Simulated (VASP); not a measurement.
# SiC (P6_3mc) in VASP: further runs

Runs on SiC. Level: PBE. Tasks: single point.

Everything below comes from runs of VASP 6.6.1. Logs are shortened: lines on timing, memory, paths and dates and some standing lists are left out, and cuts for length are marked.

## Step 1: The cell of the first run

Symmetry: P6_3mc, No. 186, hexagonal system. The conventional cell has a = 3.065 Å, b = 3.065 Å, c = 5.164 Å, α = 90.00°, β = 90.00°, γ = 120.00°. Within 2.5 Å of Si (site symmetry 3m) lie 4 C at 1.88 to 1.94 Å. C (site symmetry 3m) has 4 Si at 1.88 to 1.94 Å within 2.5 Å.

## Step 2: Single point, PBE (c/a of the conventional cell at fixed volume 1.6847)

File INCAR:

```
PREC = Accurate ; ENCUT = 520
EDIFF = 1E-7 ; ISMEAR = 0
SIGMA = 0.05 ; LREAL = F
LASPH = T ; NELM = 100
ALGO = Normal ; ISIF = 2
LWAVE = F ; LCHARG = F
GGA = PE ; NBANDS = 16
```

File KPOINTS:

```
regular mesh
0
Gamma
  12 12 6
```

File POSCAR:

```
SiC
1.0
    3.0650400263      0.0000000000      0.0000000000
   -1.5325200132      2.6544025264      0.0000000000
    0.0000000000      0.0000000000      5.1636729323
Si C
2 2
Direct
    0.3333333333      0.6666666667      0.0045639005
    0.6666666667      0.3333333333      0.5045639005
    0.3333333333      0.6666666667      0.3804360995
    0.6666666667      0.3333333333      0.8804360995
```

Potentials or basis: VASP PAW PBE potentials, release 64 (Si, C).

Launch:

```console
$ cat potpaw_PBE.64/Si/POTCAR potpaw_PBE.64/C/POTCAR > POTCAR
$ mpirun -np 1 vasp_std > vasp.out
```

OUTCAR:

```text
PREC = Accurate
   ENCUT = 520
   EDIFF = 1E-7
   ISMEAR = 0
   LREAL = F
   LASPH = T
   NELM = 100
   ISIF = 2
   GGA = PE

 ion  position               nearest neighbor table
   1  0.333  0.667  0.005-   4 1.88   4 1.88   4 1.88   3 1.94   2 3.13   2 3.13   2 3.13   2 3.13
                             2 3.13   2 3.13
   2  0.667  0.333  0.505-   3 1.88   3 1.88   3 1.88   4 1.94   1 3.13   1 3.13   1 3.13   1 3.13
                             1 3.13   1 3.13
   3  0.333  0.667  0.380-   2 1.88   2 1.88   2 1.88   1 1.94
   4  0.667  0.333  0.880-   1 1.88   1 1.88   1 1.88   2 1.94

  LATTYP: Found a hexagonal cell.
 ALAT       =     3.0650400263
 C/A-ratio  =     1.6847000000

  Lattice vectors:

 A1 = (   3.0650400263,   0.0000000000,   0.0000000000)
 A2 = (  -1.5325200132,   2.6544025264,   0.0000000000)
 A3 = (   0.0000000000,   0.0000000000,   5.1636729323)

Analysis of symmetry for initial positions (statically):
=====================================================================
 Subroutine PRICEL returns:
 Original cell was already a primitive cell.

 Routine SETGRP: Setting up the symmetry group for a
 hexagonal supercell.

 Subroutine GETGRP returns: Found 12 space group operations
 (whereof  6 operations were pure point group operations)
 out of a pool of 24 trial point group operations.

The static configuration has the point symmetry C_3v.
 The point group associated with its full space group is C_6v.

Analysis of symmetry for dynamics (positions and initial velocities):
=====================================================================
 Subroutine PRICEL returns:
 Original cell was already a primitive cell.

 Routine SETGRP: Setting up the symmetry group for a
 hexagonal supercell.

 Subroutine GETGRP returns: Found 12 space group operations
 (whereof  6 operations were pure point group operations)
 out of a pool of 24 trial point group operations.

The dynamic configuration has the point symmetry C_3v.
 The point group associated with its full space group is C_6v.

 Subroutine INISYM returns: Found 12 space group operations
 (whereof  6 operations are pure point group operations),
 and found     1 'primitive' translations

----------------------------------------------------------------------------------------

                                     Primitive cell

  volume of cell :      42.0109

  direct lattice vectors                    reciprocal lattice vectors
     3.065040026  0.000000000  0.000000000     0.326260013  0.188366307  0.000000000
    -1.532520013  2.654402526  0.000000000     0.000000000  0.376732613  0.000000000
     0.000000000  0.000000000  5.163672932     0.000000000  0.000000000  0.193660600

  length of vectors
     3.065040026  3.065040026  5.163672932     0.376732613  0.376732613  0.193660600

  position of ions in fractional coordinates (direct lattice)
     0.333333333  0.666666667  0.004563901
     0.666666667  0.333333333  0.504563901
     0.333333333  0.666666667  0.380436100
     0.666666667  0.333333333  0.880436100

  ion indices of the primitive-cell ions
   primitive index   ion index
                 1           1
                 2           2
                 3           3
                 4           4

----------------------------------------------------------------------------------------

 KPOINTS: regular mesh

Automatic generation of k-mesh.
 Grid dimensions read from file:
 generate k-points for:   12   12    6

 Generating k-lattice:

  Cartesian coordinates                     Fractional coordinates (reciprocal lattice)
     0.027188334  0.015697192  0.000000000     0.083333333 -0.000000000  0.000000000
     0.000000000  0.031394384  0.000000000     0.000000000  0.083333333  0.000000000
     0.000000000  0.000000000  0.032276767     0.000000000  0.000000000  0.166666667

  Length of vectors
     0.031394384  0.031394384  0.032276767

  Shift w.r.t. Gamma in fractional coordinates (k-lattice)
     0.000000000  0.000000000  0.000000000

 Subroutine IBZKPT returns following result:
 ===========================================

 Found     76 irreducible k-points:

 Following reciprocal coordinates:
            Coordinates               Weight
  0.000000  0.000000  0.000000      1.000000
  0.083333 -0.000000  0.000000      6.000000
  0.166667 -0.000000  0.000000      6.000000
  0.250000 -0.000000  0.000000      6.000000
  0.333333 -0.000000  0.000000      6.000000
  0.416667 -0.000000  0.000000      6.000000
[... 16 lines left out ...]
  0.250000 -0.000000  0.166667     12.000000
  0.333333 -0.000000  0.166667     12.000000
 [... further k-points ...]
   k-points           NKPTS =     76   k-points in BZ     NKDIM =     76   number of bands    NBANDS=     16
   number of dos      NEDOS =    301   number of ions     NIONS =      4
   total plane-waves  NPLWV =  23040
   dimension x,y,z NGX =    24 NGY =   24 NGZ =   40
   dimension x,y,z NGXF=    48 NGYF=   48 NGZF=   80
   ions per type =               2   2
   NGX,Y,Z   is equivalent  to a cutoff of  13.02, 13.02, 12.88 a.u.
   NGXF,Y,Z  is equivalent  to a cutoff of  26.03, 26.03, 25.76 a.u.
 SYSTEM =  unknown system
   PREC   = accura    normal or accurate (medium, high low for compatibility)
   ISTART =      0    job   : 0-new  1-cont  2-samecut
   ICHARG =      2    charge: 1-file 2-atom 10-const
   ISPIN  =      1    spin polarized calculation?
   LNONCOLLINEAR =      F non collinear calculations
   LSORBIT =      F    spin-orbit coupling
   LASPH  =      T    aspherical Exc in radial PAW
   ENCUT  =  520.0 eV  38.22 Ry    6.18 a.u.   5.70  5.70  9.60*2*pi/ulx,y,z
   NELM   =    100;   NELMIN=  2; NELMDL= -5     # of ELM steps
   EDIFF  = 0.1E-06   stopping-criterion for ELM
   LREAL  =      F    real-space projection
   EDIFFG = 0.1E-05   stopping-criterion for IOM
   NSW    =      0    number of steps for IOM
   IBRION =     -1    ionic relax: 0-MD 1-quasi-New 2-CG
   NFREE  =      0    steps in history (QN), initial steepest desc. (CG)
   ISIF   =      2    stress and relaxation
   ISYM   =      2    0-nonsym 1-usesym 2-fastsym
   POTIM  = 0.5000    time-step for ionic-motion
   TEBEG  =    0.0;   TEEND  =   0.0 temperature during run
   PSTRESS=    0.0 pullay stress
   NELECT =      16.0000    total number of electrons
   NUPDOWN=      -1.0000    fix difference up-down
   EMIN   =  10.00;   EMAX   =-10.00  energy-range for DOS
   EFERMI =   0.00;   METHOD = LEGACY
   ISMEAR =     0;   SIGMA  =   0.05  broadening in eV -4-tet -1-fermi 0-gaus
   EFERMI_NEDOS =   21; number of points for ismear=-14 and -15
   IALGO  =     38    algorithm
   IMIX   =      4    mixing-type and parameters
     AMIX     =   0.40;   BMIX     =  1.00
     AMIX_MAG =   1.60;   BMIX_MAG =  1.00
  volume/ion in A,a.u.               =      10.50        70.88
  Fermi-wavevector in a.u.,A,eV,Ry     =   1.186664  2.242469 19.159321  1.408170
  Thomas-Fermi vector in A             =   2.322831
   LORBIT       =      0    0 simple, 1 ext, 2 COOP (PROOUT), +10 PAW based schemes
   GGA     = PE    functional components
   LHFCALC =     F    Hartree Fock is set to
   AEXX    =    0.0000 exact exchange contribution
   IVDW    =     0    specifies the selected vdW correction
   LEPSILON=     F    determine dielectric tensor
   LRPA    =     F    only Hartree local field effects (RPA)
 non-spin polarized calculation
 Gauss-broadening in eV      SIGMA  =   0.05
  energy-cutoff  :      520.00
  volume of cell :       42.01
 maximum number of plane-waves:      1172
 NGX is ok and might be reduce to    24
   NGX = 11   NGY = 11   NGZ = 19

 number of electron      16.0000000 magnetization

 Free energy of the ion-electron system (eV)
  ---------------------------------------------------
  ext. energy  EPLUGINS =         0.00000000
  ---------------------------------------------------
  free energy    TOTEN  =       -30.07830718 eV

  energy without entropy =      -30.07830718  energy(sigma->0) =      -30.07830718

 E-fermi :   8.3172     XC(G=0): -11.2846

 val. band max:        8.1150701890   @ k =   0.0000   0.0000   0.0000
 cond. band min:      10.3213762280   @ k =   0.3333   0.3333   0.0000
 fundamental gap:      2.2063060390
 Fermi energy:         8.3172471949

 k-point     1 :       0.0000    0.0000    0.0000
  band No.  band energies     occupation
      1      -7.3638      2.00000
      2      -4.0661      2.00000
      3      -0.5563      2.00000
      4       6.9322      2.00000
      5       6.9322      2.00000
      6       7.8668      2.00000
[... 8 lines left out ...]
     15      16.9895      0.00000
     16      19.2082      0.00000

 k-point     2 :       0.0833   -0.0000    0.0000
  band No.  band energies     occupation
      1      -7.2422      2.00000
      2      -3.9601      2.00000
      3      -0.4440      2.00000
      4       6.2499      2.00000
      5       6.7219      2.00000
      6       7.6453      2.00000
[... 8 lines left out ...]
     15      17.2956      0.00000
     16      18.5282      0.00000

 k-point     3 :       0.1667   -0.0000    0.0000
  band No.  band energies     occupation
      1      -6.8806      2.00000
      2      -3.6505      2.00000
      3      -0.1160      2.00000
      4       4.7562      2.00000
      5       6.2456      2.00000
      6       6.4991      2.00000
[... 8 lines left out ...]
     15      17.6159      0.00000
     16      17.9949      0.00000

 k-point     4 :       0.2500   -0.0000    0.0000
  band No.  band energies     occupation
      1      -6.2903      2.00000
      2      -3.1702      2.00000
      3       0.3803      2.00000
      4       3.1151      2.00000
      5       5.0814      2.00000
      6       5.7275      2.00000
[... 8 lines left out ...]
     15      18.0677      0.00000
     16      18.9596      0.00000

 k-point     5 :       0.3333   -0.0000    0.0000
  band No.  band energies     occupation
      1      -5.4994      2.00000
      2      -2.6262      2.00000
      3       0.7149      2.00000
      4       1.9716      2.00000
      5       3.6418      2.00000
      6       5.2984      2.00000
[... 8 lines left out ...]
     15      18.8702      0.00000
     16      19.9588      0.00000

 k-point     6 :       0.4167   -0.0000    0.0000
  band No.  band energies     occupation
      1      -4.5934      2.00000
      2      -2.3803      2.00000
      3       0.2732      2.00000
      4       2.1883      2.00000
      5       2.4791      2.00000
      6       5.0220      2.00000
[... 8 lines left out ...]
     15      18.5898      0.00000
     16      20.3513      0.00000
[... 267 lines left out ...]
 k-point    21 :       0.0833   -0.0000    0.1667
  band No.  band energies     occupation
      1      -7.1141      2.00000
      2      -4.4344      2.00000
      3       0.2429      2.00000
      4       6.3315      2.00000
      5       6.7960      2.00000
      6       6.9680      2.00000
[... 8 lines left out ...]
     15      17.0369      0.00000
     16      18.8319      0.00000

 k-point    22 :       0.1667   -0.0000    0.1667
  band No.  band energies     occupation
      1      -6.7536      2.00000
      2      -4.1108      2.00000
      3       0.5407      2.00000
      4       4.8657      2.00000
      5       6.1346      2.00000
      6       6.3287      2.00000
[... 8 lines left out ...]
     15      17.8339      0.00000
     16      18.2409      0.00000

 k-point    23 :       0.2500   -0.0000    0.1667
  band No.  band energies     occupation
      1      -6.1654      2.00000
      2      -3.6003      2.00000
      3       0.9417      2.00000
      4       3.2919      2.00000
      5       4.7351      2.00000
      6       5.8174      2.00000
[... 8 lines left out ...]
     15      18.6476      0.00000
     16      18.8767      0.00000

 k-point    24 :       0.3333   -0.0000    0.1667
  band No.  band energies     occupation
      1      -5.3784      2.00000
      2      -2.9855      2.00000
      3       0.8592      2.00000
      4       2.4732      2.00000
      5       3.2836      2.00000
      6       5.3923      2.00000
[... 8 lines left out ...]
     15      19.1058      0.00000
     16      20.1082      0.00000

 [... further k-points ...]

------------------------ aborting loop because EDIFF is reached ----------------------------------------

  FORCE on cell =-STRESS in cart. coord.  units (eV):
  Direction    XX          YY          ZZ          XY          YZ          ZX
  --------------------------------------------------------------------------------------
  -------------------------------------------------------------------------------------
  Total        1.2776684      1.2776684     -2.3617981     -0.0000000      0.0000000      0.0000000
  in kB       48.7267098     48.7267098    -90.0723895     -0.0000000      0.0000000      0.0000000
  external PRESSURE =       2.4603434 kB  Pullay stress =       0.0000000 kB

 VOLUME and BASIS-vectors are now :
 -----------------------------------------------------------------------------
  energy-cutoff  :      520.00
  volume of cell :       42.01
      direct lattice vectors                 reciprocal lattice vectors
     3.065040026  0.000000000  0.000000000     0.326260013  0.188366307  0.000000000
    -1.532520013  2.654402526  0.000000000     0.000000000  0.376732613  0.000000000
     0.000000000  0.000000000  5.163672932     0.000000000  0.000000000  0.193660600

 POSITION                                       TOTAL-FORCE (eV/Angst)
 -----------------------------------------------------------------------------------
     -0.00000      1.76960      0.02357        -0.000000      0.000000      0.203955
      1.53252      0.88480      2.60540         0.000000      0.000000      0.203955
     -0.00000      1.76960      1.96445        -0.000000      0.000000     -0.203955
      1.53252      0.88480      4.54628         0.000000     -0.000000     -0.203955
 -----------------------------------------------------------------------------------
    total drift:                               -0.000000      0.000000     -0.000285

  FREE ENERGIE OF THE ION-ELECTRON SYSTEM (eV)
  ---------------------------------------------------
  free  energy   TOTEN  =       -30.0783071765 eV

  energy  without entropy=      -30.0783071764  energy(sigma->0) =      -30.07830718
```

Run time: 1.8 min. Hardware: 1 thread of AMD EPYC 7R43 (Zen 3), shared host; peak memory 0.14 GiB.

Results:

* Free energy: -30.0783 eV
* Pressure: 0.2 GPa
* Largest force: 0.204 eV/Å
* Band gap on the k mesh: 2.21 eV, indirect (least direct gap 4.17 eV)

Forces in eV/Å, atoms in the order of the input:
```
Si   0.000  0.000  0.204
Si   0.000  0.000  0.204
C    0.000  0.000 -0.204
C    0.000  0.000 -0.204
```

Stress tensor (GPa, compression positive):
```
 4.87  0.00  0.00
 0.00  4.87  0.00
 0.00  0.00 -9.01
```

## Step 3: Single point, PBE (c/a of the conventional cell at fixed volume 1.7722)

File INCAR:

```
SYSTEM = SiC
PREC     = Accurate       ! precision mode
ENCUT    = 520            ! plane-wave cutoff, eV
EDIFF    = 1E-6           ! SCF threshold, eV
ISMEAR   = 0              ! smearing method
SIGMA    = 0.05           ! smearing width, eV
LREAL    = .False.        ! projectors in reciprocal space
LASPH    = .True.         ! aspherical terms in the spheres
NELM     = 100            ! most SCF steps
ALGO     = Normal         ! electronic algorithm
ISIF     = 2              ! what is computed and relaxed
LWAVE    = .False.        ! write WAVECAR
LCHARG   = .True.         ! write CHGCAR
GGA      = PE             ! functional
LELF     = .True.         ! ELF
LVHAR    = .True.       
NBANDS   = 16             ! bands
```

File KPOINTS:

```
regular mesh
0
Gamma
  12 12 6
  0 0 0
```

File POSCAR:

```
SiC
1.0
    3.0137421920      0.0000000000      0.0000000000
   -1.5068710960      2.6099772987      0.0000000000
    0.0000000000      0.0000000000      5.3409539127
Si C
2 2
Direct
    0.3333333333      0.6666666667      0.0045639005
    0.6666666667      0.3333333333      0.5045639005
    0.3333333333      0.6666666667      0.3953555939
    0.6666666667      0.3333333333      0.8953555939
```

Potentials or basis: VASP PAW PBE potentials, release 64 (Si, C).

Launch:

```console
$ cat potpaw_PBE.64/Si/POTCAR potpaw_PBE.64/C/POTCAR > POTCAR
$ mpirun -np 1 vasp_std > vasp.out
```

Run time: 29 s. Hardware: 1 thread of Intel Xeon 6975P-C, shared host; peak memory 0.18 GiB.

It converged, with:

- Free energy: -29.6991 eV
- Pressure: 4.9 GPa
- Largest force: 1.313 eV/Å
- Band gap on the k mesh: 2.58 eV, indirect (least direct gap 4.42 eV)

Forces on the atoms (eV/Å):
```
Si   0.000  0.000  1.313
Si   0.000  0.000  1.313
C    0.000  0.000 -1.313
C    0.000  0.000 -1.313
```

Stress tensor (GPa, compression positive):
```
 18.48   0.00   0.00
  0.00  18.48   0.00
  0.00   0.00 -22.39
```

Levels at points of the mesh, in eV from the valence-band top:
| k point | band 6 | band 7 | band 8 | band 9 | band 10 | band 11 |
| --- | --- | --- | --- | --- | --- | --- |
| (0.00, 0.00, 0.00) | -0.05 | -0.05 | 0.00 | 4.42 | 5.95 | 7.33 |
| (0.50, 0.00, 0.00) | -2.96 | -2.72 | -1.45 | 3.37 | 4.08 | 6.59 |
| (0.00, 0.00, 0.50) | -0.52 | -0.52 | -0.52 | 6.65 | 6.65 | 7.89 |
| (0.50, 0.00, 0.50) | -2.30 | -2.23 | -2.23 | 3.09 | 3.09 | 5.01 |

Caveat: forces of over 1 eV/Å act on the atoms, so gaps and moduli don't describe the material at rest.

## Step 4: Single point, PBE (c/a of the conventional cell at fixed volume 1.5972)

File INCAR:

```
PREC = Accurate
ENCUT = 520
EDIFF = 1E-6
ISMEAR = 0
SIGMA = 0.05
LREAL = False
LASPH = True
NELM = 60
ALGO = Normal
ISIF = 2
LWAVE = False
LCHARG = False
GGA = PE
NBANDS = 16
```

File KPOINTS:

```
Automatic mesh
0
Gamma
  12 12 6
```

File POSCAR:

```
SiC
1.0
    3.1200190218      0.0000000000      0.0000000000
   -1.5600095109      2.7020157332      0.0000000000
    0.0000000000      0.0000000000      4.9832943816
Si C
2 2
Direct
    0.3333333333      0.6666666667      0.0045639005
    0.6666666667      0.3333333333      0.5045639005
    0.3333333333      0.6666666667      0.3655166051
    0.6666666667      0.3333333333      0.8655166051
```

Launch:

```console
$ cat potpaw_PBE.64/Si/POTCAR potpaw_PBE.64/C/POTCAR > POTCAR
$ mpirun -np 1 vasp_std > vasp.out
```

It took 32 s on 1 thread of Intel Xeon 6975P-C, shared host; peak memory 0.18 GiB.

It converged, with:

```
Free energy            : -29.9153 eV
Pressure               : 1.6 GPa
Largest force          : 1.958 eV/Å
Band gap on the k mesh : 1.91 eV, indirect (least direct gap 3.55 eV)
```

Forces on the atoms (eV/Å):
```
Si   0.000  0.000 -1.958
Si   0.000  0.000 -1.958
C    0.000  0.000  1.958
C    0.000  0.000  1.958
```

Stress tensor (GPa, compression positive):
```
-7.23  0.00  0.00
 0.00 -7.23  0.00
 0.00  0.00 19.30
```

Levels at points of the mesh, in eV from the valence-band top:
| k point | band 4 | band 5 | band 6 | band 7 | band 8 | band 9 | band 10 | band 11 | band 12 | band 13 |
| --- | --- | --- | --- | --- | --- | --- | --- | --- | --- | --- |
| (0.00, 0.00, 0.00) | -1.50 | -1.50 | -0.61 | 0.00 | 0.00 | 4.17 | 6.09 | 6.23 | 6.23 | 7.94 |
| (0.50, 0.00, 0.00) | -6.06 | -5.78 | -3.69 | -3.47 | -1.07 | 2.48 | 4.00 | 6.44 | 6.52 | 10.06 |
| (0.00, 0.00, 0.50) | -4.59 | -0.82 | -0.82 | -0.82 | -0.82 | 5.39 | 5.39 | 6.98 | 6.98 | 6.98 |
| (0.50, 0.00, 0.50) | -8.28 | -2.55 | -2.55 | -2.51 | -2.51 | 3.10 | 3.10 | 5.34 | 5.34 | 9.92 |

Caveat: forces of over 1 eV/Å act on the atoms, so gaps and moduli don't describe the material at rest. A k mesh can miss the band edges.

## Step 5: Summary

| cell | gap on the mesh (eV) | pressure (GPa) | largest force (eV/Å) |
| --- | --- | --- | --- |
| a = 3.065, b = 3.065, c = 5.164 Å, angles 90.0, 90.0, 120.0°, 4 atoms | 2.21 | 0.2 | 0.20 |
| a = 3.014, b = 3.014, c = 5.341 Å, angles 90.0, 90.0, 120.0°, 4 atoms | 2.58 | 4.9 | 1.31 |
| a = 3.120, b = 3.120, c = 4.983 Å, angles 90.0, 90.0, 120.0°, 4 atoms | 1.91 | 1.6 | 1.96 |

Alike in all rows: task single point; level PBE; potentials or basis VASP PAW PBE potentials, release 64 (Si, C); no spin polarisation; k mesh 12 × 12 × 6; cutoff (eV) 520; smearing gaussian 0.05 eV.

Caveats: forces of over 1 eV/Å act on the atoms, so gaps and moduli don't describe the material at rest (some runs).

Total energies depend on the potentials used, so only differences within one code and one set of settings carry meaning.
